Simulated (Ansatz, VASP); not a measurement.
## One calculation of SnO, two programs

```
Sn O
1.0
     3.31561    0.00000    0.00000
     0.00000    5.70499    0.00000
     0.00000    0.00000    3.89416
Sn O
2 2
Direct
  0.95735 0.25858 0.52617
  0.50000 0.76621 0.02617
  0.00000 0.88536 0.72383
  0.50000 0.11464 0.22383
```

Alike in both runs: task single point; functional PBEsol; k mesh 8 × 6 × 8; occupations gaussian, width 0.05 eV; no spin polarisation.

```csv
,VASP,Ansatz
version,VASP 6.6.1,Ansatz 0.2.0
potentials or method,"VASP PAW PBE potentials, release 64 (Sn_d, O), cutoff 520 eV","scalar-relativistic, plane waves, PAW"
valence electrons in the cell,40,40
```

Ansatz gave:

```
gap on the k mesh at the Fermi level (eV)                     : 1.06
least direct gap on the mesh (eV)                             : 1.71
pressure (GPa)                                                : -3.3
traceless stress, the component that is largest in VASP (GPa) : -1.88
rms of the force components (eV/Å)                            : 0.497
```

Which values does VASP return?

gap on the k mesh at the Fermi level (eV): 1.05; least direct gap on the mesh (eV): 1.70; pressure (GPa): -3.2; traceless stress, the component that is largest in VASP (GPa): -1.85; rms of the force components (eV/Å): 0.480.

VASP's potentials were made for PBE, not for PBEsol. Atom by atom the forces differ by 0.033 eV/Å (rms over components). With one functional, cell and mesh, what is left measures potentials, basis and numerics.
